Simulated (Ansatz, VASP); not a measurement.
Two plane-wave programs on Ni

Contents of INCAR:

```
PREC = Accurate ; ENCUT = 520
EDIFF = 1E-6 ; ISMEAR = -1
SIGMA = 0.1 ; LREAL = False
LASPH = True ; NELM = 100
ALGO = Normal ; ISIF = 2
LWAVE = False ; LCHARG = False
GGA = RE ; NBANDS = 11
```

KPOINTS

```
regular mesh
0
Gamma
  18 18 18
```

Contents of POSCAR:

```
Ni
1.0
   -1.3689555321      1.3689555321      1.3689555321
    1.3689555321     -1.3689555321      1.3689555321
    1.3689555321      1.3689555321     -1.3689555321
Ni
1
Direct
    0.0000000000      0.0000000000      0.0000000000
```

Input for Ansatz:

```yaml
crystal:
  lattice:
    - [-1.3689555321, 1.3689555321, 1.3689555321]
    - [1.3689555321, -1.3689555321, 1.3689555321]
    - [1.3689555321, 1.3689555321, -1.3689555321]
  atoms:
    - { symbol: Ni, position: [0.0, 0.0, 0.0] }
hamiltonian:
  xc: revpbe
  pseudopotentials:
    kind: paw
    azcp:
      Ni: "pseudopotentials/Ni.paw.azcp"
basis:
  ecutwfc: 420
  fft_grid_basis: typed
kpoints:
  mp_grid: { grid: [18, 18, 18], shift: [0, 0, 0] }
magnetization:
  spin_polarized: false
scf:
  occupations: { method: fermi_dirac, width: 0.1 }
  lower_state_search: "off"
output:
  stress: true
```

Alike in both runs: task single point; functional revPBE; k mesh 18 × 18 × 18; occupations fermi-dirac, width 0.1 eV; no spin polarisation.

|  | VASP | Ansatz |
| --- | --- | --- |
| version | VASP 6.6.1 | Ansatz 0.2.0 |
| potentials or method | VASP PAW PBE potentials, release 64 (Ni), cutoff 520 eV | plane waves (420 eV) with PAW, scalar-relativistic |
| valence electrons in the cell | 10 | 18 |

|  | VASP | Ansatz | Ansatz less VASP |
| --- | --- | --- | --- |
| pressure (GPa) | 18.4 | 18.5 | +0.10 |

VASP's potentials were made for PBE, not for revPBE. VASP's potentials hold 10 valence electrons a cell and Ansatz's 18, so a difference there can come from the potentials and not from the codes.
